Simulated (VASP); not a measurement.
# TaN (I4/mmm) in VASP: notebook

The runs below take TaN through single point, with PBE.

Everything below comes from runs of VASP 6.6.1. Logs are shortened: lines on timing, memory, paths and dates and some standing lists are left out, and cuts for length are marked.

## (1) The cell of the first run

Symmetry: I4/mmm, No. 139, tetragonal system. The conventional cell has a = 3.217 Å, b = 3.217 Å, c = 4.417 Å, α = 90.00°, β = 90.00°, γ = 90.00°. Ta (site symmetry 4/mmm) has 6 N at 2.21 to 2.27 Å within 2.9 Å. N (site symmetry 4/mmm) has 6 Ta at 2.21 to 2.27 Å within 2.9 Å.

## (2) Single point, PBE (strain +0.030 along x and y, +0.000 along z)

The input, INCAR:

```
SYSTEM = TaN
ALGO = Normal ; EDIFF = 1E-6
ENCUT = 520 ; GGA = PE
ISIF = 2 ; ISMEAR = 0
LASPH = .True. ; LCHARG = .True.
LELF = .True. ; LREAL = .False.
LVHAR = .True. ; LWAVE = .False.
NBANDS = 15 ; NELM = 80
PREC = Accurate ; SIGMA = 0.15
```

The input, KPOINTS:

```
k-points
0
Gamma
  24 24 24
  0 0 0
```

The input, POSCAR:

```
TaN
1.0
    0.0000000000      2.2748938213      2.2086347780
    2.2748938213      0.0000000000      2.2086347780
    2.2748938213      2.2748938213      0.0000000000
Ta N
1 1
Direct
    0.5000000000      0.5000000000      0.5000000000
    0.0000000000      0.0000000000      0.0000000000
```

Potentials or basis: VASP PAW PBE potentials, release 64 (Ta_pv, N).

Command:

```
$ cat potpaw_PBE.64/Ta_pv/POTCAR potpaw_PBE.64/N/POTCAR > POTCAR
$ mpirun -np 1 vasp_std > vasp.out
```

OUTCAR:

```text
SYSTEM = TaN
   EDIFF = 1E-6
   ENCUT = 520
   GGA = PE
   ISIF = 2
   ISMEAR = 0
   LASPH = .True.
   LREAL = .False.
   NELM = 80
   PREC = Accurate

 ion  position               nearest neighbor table
   1  0.500  0.500  0.500-   2 2.21   2 2.21   2 2.27   2 2.27   2 2.27   2 2.27
   2  0.000  0.000  0.000-   1 2.21   1 2.21   1 2.27   1 2.27   1 2.27   1 2.27

  LATTYP: Found a body centered tetragonal cell.
 ALAT       =     3.2171856950
 C/A-ratio  =     1.3730228761

  Lattice vectors:

 A1 = (   0.0000000000,  -2.2748938213,  -2.2086347780)
 A2 = (   0.0000000000,   2.2748938213,  -2.2086347780)
 A3 = (   2.2748938213,   0.0000000000,   2.2086347780)

Analysis of symmetry for initial positions (statically):
=====================================================================
 Subroutine PRICEL returns:
 Original cell was already a primitive cell.

 Routine SETGRP: Setting up the symmetry group for a
 body centered tetragonal supercell.

 Subroutine GETGRP returns: Found 16 space group operations
 (whereof 16 operations were pure point group operations)
 out of a pool of 16 trial point group operations.

The static configuration has the point symmetry D_4h.

Analysis of symmetry for dynamics (positions and initial velocities):
=====================================================================
 Subroutine PRICEL returns:
 Original cell was already a primitive cell.

 Routine SETGRP: Setting up the symmetry group for a
 body centered tetragonal supercell.

 Subroutine GETGRP returns: Found 16 space group operations
 (whereof 16 operations were pure point group operations)
 out of a pool of 16 trial point group operations.

The dynamic configuration has the point symmetry D_4h.

 Subroutine INISYM returns: Found 16 space group operations
 (whereof 16 operations are pure point group operations),
 and found     1 'primitive' translations

----------------------------------------------------------------------------------------

                                     Primitive cell

  volume of cell :      22.8600

  direct lattice vectors                    reciprocal lattice vectors
     0.000000000  2.274893821  2.208634778    -0.219790478  0.219790478  0.226384192
     2.274893821  0.000000000  2.208634778     0.219790478 -0.219790478  0.226384192
     2.274893821  2.274893821  0.000000000     0.219790478  0.219790478 -0.226384192

  length of vectors
     3.170679656  3.170679656  3.217185695     0.384532847  0.384532847  0.384532847

  position of ions in fractional coordinates (direct lattice)
     0.500000000  0.500000000  0.500000000
     0.000000000  0.000000000  0.000000000

  ion indices of the primitive-cell ions
   primitive index   ion index
                 1           1
                 2           2

----------------------------------------------------------------------------------------

 KPOINTS: k-points

Automatic generation of k-mesh.
 Grid dimensions read from file:
 generate k-points for:   24   24   24

 Generating k-lattice:

  Cartesian coordinates                     Fractional coordinates (reciprocal lattice)
    -0.009157937  0.009157937  0.009432675     0.041666667  0.000000000  0.000000000
     0.009157937 -0.009157937  0.009432675     0.000000000  0.041666667  0.000000000
     0.009157937  0.009157937 -0.009432675    -0.000000000 -0.000000000  0.041666667

  Length of vectors
     0.016022202  0.016022202  0.016022202

  Shift w.r.t. Gamma in fractional coordinates (k-lattice)
     0.000000000  0.000000000  0.000000000

 Subroutine IBZKPT returns following result:
 ===========================================

 Found   1063 irreducible k-points:

 Following reciprocal coordinates:
            Coordinates               Weight
  0.000000  0.000000  0.000000      1.000000
  0.041667  0.000000  0.000000      8.000000
  0.083333  0.000000  0.000000      8.000000
  0.125000  0.000000  0.000000      8.000000
  0.166667  0.000000  0.000000      8.000000
  0.208333  0.000000  0.000000      8.000000
[... 16 lines left out ...]
  0.416667  0.041667  0.000000      8.000000
  0.458333  0.041667  0.000000      8.000000
 [... further k-points ...]
   k-points           NKPTS =   1063   k-points in BZ     NKDIM =   1063   number of bands    NBANDS=     15
   number of dos      NEDOS =    301   number of ions     NIONS =      2
   total plane-waves  NPLWV =  13824
   dimension x,y,z NGX =    24 NGY =   24 NGZ =   24
   dimension x,y,z NGXF=    48 NGYF=   48 NGZF=   48
   ions per type =               1   1
   NGX,Y,Z   is equivalent  to a cutoff of  12.58, 12.58, 12.40 a.u.
   NGXF,Y,Z  is equivalent  to a cutoff of  25.17, 25.17, 24.80 a.u.
 SYSTEM =  TaN
   PREC   = accura    normal or accurate (medium, high low for compatibility)
   ISTART =      0    job   : 0-new  1-cont  2-samecut
   ICHARG =      2    charge: 1-file 2-atom 10-const
   ISPIN  =      1    spin polarized calculation?
   LNONCOLLINEAR =      F non collinear calculations
   LSORBIT =      F    spin-orbit coupling
   LASPH  =      T    aspherical Exc in radial PAW
   ENCUT  =  520.0 eV  38.22 Ry    6.18 a.u.   5.90  5.90  5.98*2*pi/ulx,y,z
   NELM   =     80;   NELMIN=  2; NELMDL= -5     # of ELM steps
   EDIFF  = 0.1E-05   stopping-criterion for ELM
   LREAL  =      F    real-space projection
   EDIFFG = 0.1E-04   stopping-criterion for IOM
   NSW    =      0    number of steps for IOM
   IBRION =     -1    ionic relax: 0-MD 1-quasi-New 2-CG
   NFREE  =      0    steps in history (QN), initial steepest desc. (CG)
   ISIF   =      2    stress and relaxation
   ISYM   =      2    0-nonsym 1-usesym 2-fastsym
   POTIM  = 0.5000    time-step for ionic-motion
   TEBEG  =    0.0;   TEEND  =   0.0 temperature during run
   PSTRESS=    0.0 pullay stress
   NELECT =      16.0000    total number of electrons
   NUPDOWN=      -1.0000    fix difference up-down
   EMIN   =  10.00;   EMAX   =-10.00  energy-range for DOS
   EFERMI =   0.00;   METHOD = LEGACY
   ISMEAR =     0;   SIGMA  =   0.15  broadening in eV -4-tet -1-fermi 0-gaus
   EFERMI_NEDOS =   21; number of points for ismear=-14 and -15
   IALGO  =     38    algorithm
   IMIX   =      4    mixing-type and parameters
     AMIX     =   0.40;   BMIX     =  1.00
     AMIX_MAG =   1.60;   BMIX_MAG =  1.00
  volume/ion in A,a.u.               =      11.43        77.13
  Fermi-wavevector in a.u.,A,eV,Ry     =   1.453526  2.746766 28.745539  2.112737
  Thomas-Fermi vector in A             =   2.570782
   LORBIT       =      0    0 simple, 1 ext, 2 COOP (PROOUT), +10 PAW based schemes
   GGA     = PE    functional components
   LHFCALC =     F    Hartree Fock is set to
   AEXX    =    0.0000 exact exchange contribution
   IVDW    =     0    specifies the selected vdW correction
   LEPSILON=     F    determine dielectric tensor
   LRPA    =     F    only Hartree local field effects (RPA)
 non-spin polarized calculation
 Gauss-broadening in eV      SIGMA  =   0.15
  energy-cutoff  :      520.00
  volume of cell :       22.86
 maximum number of plane-waves:       630
   NGX = 11   NGY = 11   NGZ = 11

 number of electron      15.9999998 magnetization

 Free energy of the ion-electron system (eV)
  ---------------------------------------------------
  ext. energy  EPLUGINS =         0.00000000
  ---------------------------------------------------
  free energy    TOTEN  =       -21.74637062 eV

  energy without entropy =      -21.73581444  energy(sigma->0) =      -21.74109253

 E-fermi :   8.7334     XC(G=0): -13.0390

 val. band max:        8.7292453491   @ k =   0.2500   0.1667   0.0833
 cond. band min:       8.7347532435   @ k =   0.3333   0.1250   0.0833
 fundamental gap:      0.0055078944
 Fermi energy:         8.7333752087

 k-point     1 :       0.0000    0.0000    0.0000
  band No.  band energies     occupation
      1     -27.1797      2.00000
      2     -27.1797      2.00000
      3     -27.1570      2.00000
      4      -9.5331      2.00000
      5       5.0901      2.00000
      6       5.0901      2.00000
      7       5.1875      2.00000
      8       6.7228      2.00000
      9       6.7228      2.00000
     10       7.0438      2.00000
     11       8.5974      1.80010
     12       8.6939      1.29029
     13       9.9640      0.00000
     14      18.1230      0.00000
     15      20.9496      0.00000

 k-point     2 :       0.0417    0.0000    0.0000
  band No.  band energies     occupation
      1     -27.1884      2.00000
      2     -27.1810      2.00000
      3     -27.1609      2.00000
      4      -9.4964      2.00000
      5       4.8688      2.00000
      6       4.9402      2.00000
      7       5.0271      2.00000
      8       6.7981      2.00000
      9       6.8217      2.00000
     10       7.1086      2.00000
     11       8.7574      0.82098
     12       8.8601      0.23233
     13      10.1038      0.00000
     14      18.2428      0.00000
     15      20.9496      0.00000

 k-point     3 :       0.0833    0.0000    0.0000
  band No.  band energies     occupation
      1     -27.2196      2.00000
      2     -27.1851      2.00000
      3     -27.1664      2.00000
      4      -9.3877      2.00000
      5       4.3202      2.00000
      6       4.5784      2.00000
      7       4.6638      2.00000
      8       6.9828      2.00000
      9       7.0221      2.00000
     10       7.2554      2.00000
     11       9.1883      0.00002
     12       9.3057      0.00000
     13      10.4889      0.00000
     14      18.5889      0.00000
     15      20.9495      0.00000
[... 343 lines left out ...]
 k-point    23 :       0.4167    0.0417    0.0000
  band No.  band energies     occupation
      1     -27.7608      2.00000
      2     -27.2596      2.00000
      3     -27.2142      2.00000
      4      -7.2171      2.00000
      5      -0.5724      2.00000
      6       1.8064      2.00000
      7       1.9155      2.00000
      8       9.2053      0.00001
      9      10.1521      0.00000
     10      10.2705      0.00000
     11      12.9560      0.00000
     12      14.2393      0.00000
     13      15.4869      0.00000
     14      19.4619      0.00000
     15      20.9619      0.00000

 k-point    24 :       0.4583    0.0417    0.0000
  band No.  band energies     occupation
      1     -27.7963      2.00000
      2     -27.2625      2.00000
      3     -27.2192      2.00000
      4      -7.0275      2.00000
      5      -0.8596      2.00000
      6       1.7098      2.00000
      7       1.7750      2.00000
      8       9.6684      0.00000
      9      10.4722      0.00000
     10      10.5019      0.00000
     11      12.7142      0.00000
     12      14.7620      0.00000
     13      15.7440      0.00000
     14      19.3488      0.00000
     15      20.5934      0.00000

 [... further k-points ...]
[... 5 lines left out ...]
  --------------------------------------------------------------------------------------
  -------------------------------------------------------------------------------------
  Total       -2.8824927     -2.8824927     -1.0451010      0.0000000      0.0000000      0.0000000
  in kB     -202.0238453   -202.0238453    -73.2474798      0.0000000      0.0000000      0.0000000
  external PRESSURE =    -159.0983902 kB  Pullay stress =       0.0000000 kB

 VOLUME and BASIS-vectors are now :
 -----------------------------------------------------------------------------
  energy-cutoff  :      520.00
  volume of cell :       22.86
      direct lattice vectors                 reciprocal lattice vectors
     0.000000000  2.274893821  2.208634778    -0.219790478  0.219790478  0.226384192
     2.274893821  0.000000000  2.208634778     0.219790478 -0.219790478  0.226384192
     2.274893821  2.274893821  0.000000000     0.219790478  0.219790478 -0.226384192

 POSITION                                       TOTAL-FORCE (eV/Angst)
 -----------------------------------------------------------------------------------
      2.27489      2.27489      2.20863         0.000000     -0.000000     -0.000000
      0.00000      0.00000      0.00000        -0.000000      0.000000      0.000000
 -----------------------------------------------------------------------------------
    total drift:                                0.000000     -0.000000     -0.000000

  FREE ENERGIE OF THE ION-ELECTRON SYSTEM (eV)
  ---------------------------------------------------
  free  energy   TOTEN  =       -21.7463706191 eV

  energy  without entropy=      -21.7358144353  energy(sigma->0) =      -21.74109253
```

It took 94 s on 1 thread of Intel Xeon 6975P-C (Granite Rapids), shared host; peak memory 0.45 GiB.

Results:

* Free energy: -21.7464 eV
* Pressure: -15.9 GPa
* Band gap on the k mesh: zero (band 8 reaches 10.30 eV, above the bottom of band 9 at 6.72 eV)

Stress tensor (GPa, compression positive):
```
-20.20   0.00   0.00
  0.00 -20.20   0.00
  0.00   0.00  -7.32
```

Caveat: the cell differs from its parent crystal (strain +0.030 along x and y, +0.000 along z); spin-orbit coupling is left out, which moves the levels of the heavy elements.

## (3) Single point, PBE (strain +0.015 along x and y, +0.030 along z)

The input, INCAR:

```
SYSTEM = TaN
PREC     = Accurate       ! precision mode
ENCUT    = 520            ! plane-wave cutoff, eV
EDIFF    = 1E-7           ! SCF threshold, eV
ISMEAR   = 0              ! smearing method
SIGMA    = 0.15           ! smearing width, eV
LREAL    = .FALSE.        ! projectors in reciprocal space
LASPH    = .TRUE.         ! aspherical terms in the spheres
NELM     = 60             ! most SCF steps
ALGO     = Normal         ! electronic algorithm
ISIF     = 2              ! what is computed and relaxed
LWAVE    = .FALSE.        ! write WAVECAR
LCHARG   = .TRUE.         ! write CHGCAR
GGA      = PE             ! functional
LELF     = .TRUE.         ! ELF
LVHAR    = .TRUE.       
NBANDS   = 15             ! bands
```

The input, KPOINTS:

```
regular mesh
0
G
  24 24 24
  0 0 0
```

The input, POSCAR:

```
TaN
1.0
    0.0000000000      2.2417642997      2.2748938213
    2.2417642997      0.0000000000      2.2748938213
    2.2417642997      2.2417642997      0.0000000000
Ta N
1 1
Direct
    0.5000000000      0.5000000000      0.5000000000
    0.0000000000      0.0000000000      0.0000000000
```

Potentials or basis: VASP PAW PBE potentials, release 64 (Ta_pv, N).

Command:

```
$ cat potpaw_PBE.64/Ta_pv/POTCAR potpaw_PBE.64/N/POTCAR > POTCAR
$ mpirun -np 1 vasp_std > vasp.out
```

Run time: 96 s. Hardware: 1 thread of Intel Xeon 6975P-C (Granite Rapids), shared host; peak memory 0.45 GiB.

It converged, with:

- Free energy: -21.7595 eV
- Pressure: -16.4 GPa
- Band gap on the k mesh: zero (band 8 reaches 10.37 eV, above the bottom of band 9 at 6.88 eV)

Stress tensor (GPa, compression positive):
```
-14.51   0.00   0.00
  0.00 -14.51   0.00
  0.00   0.00 -20.26
```

Levels at points of the mesh, in eV from the Fermi level:
| k point | band 4 | band 5 | band 6 | band 7 | band 8 | band 9 | band 10 | band 11 | band 12 | band 13 |
| --- | --- | --- | --- | --- | --- | --- | --- | --- | --- | --- |
| (0.00, 0.00, 0.00) | -18.26 | -3.64 | -3.59 | -3.59 | -2.02 | -1.85 | -1.85 | -0.10 | 0.14 | 1.00 |
| (0.50, 0.00, 0.00) | -15.65 | -9.78 | -7.06 | -7.06 | 1.64 | 1.72 | 1.80 | 3.60 | 6.62 | 6.97 |
| (0.50, 0.50, 0.00) | -17.05 | -6.55 | -4.96 | -4.41 | -4.41 | 1.89 | 3.15 | 3.15 | 3.79 | 5.97 |
| (0.50, 0.00, 0.50) | -17.04 | -6.42 | -4.99 | -4.49 | -4.46 | 1.88 | 3.06 | 3.24 | 3.84 | 6.06 |

Caveat: the cell differs from its parent crystal (strain +0.015 along x and y, +0.030 along z); spin-orbit coupling is left out, which moves the levels of the heavy elements.

## (4) Single point, PBE (strain +0.030 along x and y, +0.015 along z)

The input, INCAR:

```
SYSTEM = TaN
PREC = Accurate
ENCUT = 520
EDIFF = 1E-7
ISMEAR = 0
SIGMA = 0.15
LREAL = .FALSE.
LASPH = .TRUE.
NELM = 80
ALGO = Normal
ISIF = 2
LWAVE = .FALSE.
LCHARG = .TRUE.
GGA = PE
LELF = .TRUE.
LVHAR = .TRUE.
NBANDS = 15
```

The input, KPOINTS:

```
Automatic mesh
0
G
  24 24 24
  0 0 0
```

The input, POSCAR:

```
TaN
1.0
    0.0000000000      2.2748938213      2.2417642997
    2.2748938213      0.0000000000      2.2417642997
    2.2748938213      2.2748938213      0.0000000000
Ta N
1 1
Direct
    0.5000000000      0.5000000000      0.5000000000
    0.0000000000      0.0000000000      0.0000000000
```

Command:

```
$ cat potpaw_PBE.64/Ta_pv/POTCAR potpaw_PBE.64/N/POTCAR > POTCAR
$ mpirun -np 1 vasp_std > vasp.out
```

It took 1.8 min on 1 thread of Intel Xeon 6975P-C (Granite Rapids), shared host; peak memory 0.45 GiB.

The run converged. Its results:

| Quantity | Value |
| --- | --- |
| Free energy | -21.7211 eV |
| Pressure | -20.0 GPa |
| Band gap on the k mesh | zero (band 8 reaches 10.16 eV, above the bottom of band 9 at 6.65 eV) |

Stress tensor (GPa, compression positive):
```
-21.91   0.00   0.00
  0.00 -21.91   0.00
  0.00   0.00 -16.26
```

Levels at points of the mesh, in eV from the Fermi level:
| k point | band 5 | band 6 | band 7 | band 8 | band 9 | band 10 | band 11 | band 12 |
| --- | --- | --- | --- | --- | --- | --- | --- | --- |
| (0.00, 0.00, 0.00) | -3.58 | -3.58 | -3.54 | -1.92 | -1.92 | -1.77 | -0.04 | 0.06 |
| (0.50, 0.00, 0.00) | -9.66 | -6.95 | -6.95 | 1.59 | 1.70 | 1.75 | 3.55 | 6.49 |
| (0.50, 0.50, 0.00) | -6.33 | -4.90 | -4.45 | -4.45 | 1.86 | 3.08 | 3.08 | 3.69 |
| (0.50, 0.00, 0.50) | -6.46 | -4.88 | -4.40 | -4.37 | 1.83 | 2.99 | 3.16 | 3.68 |

Caveat: the cell differs from its parent crystal (strain +0.030 along x and y, +0.015 along z); spin-orbit coupling is left out, which moves the levels of the heavy elements.

## (5) The runs side by side

| cell | gap on the mesh (eV) | pressure (GPa) |
| --- | --- | --- |
| a = 3.171, b = 3.171, c = 3.217 Å, angles 59.5, 59.5, 61.0°, 2 atoms | none | -15.9 |
| a = 3.194, b = 3.194, c = 3.170 Å, angles 60.2, 60.2, 59.5°, 2 atoms | none | -16.4 |
| a = 3.194, b = 3.194, c = 3.217 Å, angles 59.8, 59.8, 60.5°, 2 atoms | none | -20.0 |

Alike in all rows: task single point; level PBE; potentials or basis VASP PAW PBE potentials, release 64 (Ta_pv, N); no spin polarisation; k mesh 24 × 24 × 24; cutoff (eV) 520; smearing gaussian 0.15 eV.

Caveats: spin-orbit coupling is left out, which moves the levels of the heavy elements.

Total energies depend on the potentials used, so only differences within one code and one set of settings carry meaning.
